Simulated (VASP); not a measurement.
C: single point with r2SCAN

The system is C.

```
CELL_PARAMETERS angstrom
0.00000 1.78344 1.78344
1.78344 0.00000 1.78344
1.78344 1.78344 0.00000
ATOMIC_POSITIONS crystal
C 0.50000 0.50000 0.50000
C 0.75000 0.75000 0.75000
```

| Item | Value |
| --- | --- |
| Program | VASP 6.6.1 |
| Task | single point |
| Functional | r2SCAN |
| Potentials or basis | VASP PAW PBE potentials, release 64 (C_h) |
| Cutoff | 1430 eV |
| k mesh | 12 × 12 × 12 |
| Occupations | gaussian, width 0.05 eV |
| Spin | no spin polarisation |

```json
{"Pressure": "-3.1 GPa", "Band gap on the k mesh": "4.37 eV (least direct gap 5.88 eV)"}
```

Levels at points of the mesh, in eV from the valence-band top:
```
           k point  band 1  band 2  band 3  band 4  band 5  band 6  band 7  band 8  band 9
(0.00, 0.00, 0.00)  -22.67    0.00    0.00    0.00    5.88    5.88    5.88   13.85   20.40
(0.50, 0.00, 0.00)  -16.73  -14.02   -2.97   -2.97    8.91    8.91    9.15   16.73   23.20
(0.50, 0.50, 0.00)  -13.56  -13.56   -6.64   -6.64    5.02    5.02   17.91   17.91   24.62
```

It took 37 s on 1 thread of Intel(R) Xeon(R) 6975P-C (Granite Rapids), on a shared host, peak memory 0.19 GiB.

Caveat: the cell stands under tension; the PAW data sets were made with another functional, which shifts forces and pressure a little. r2SCAN opens gaps a little over a GGA but as a rule still falls short of measured ones.
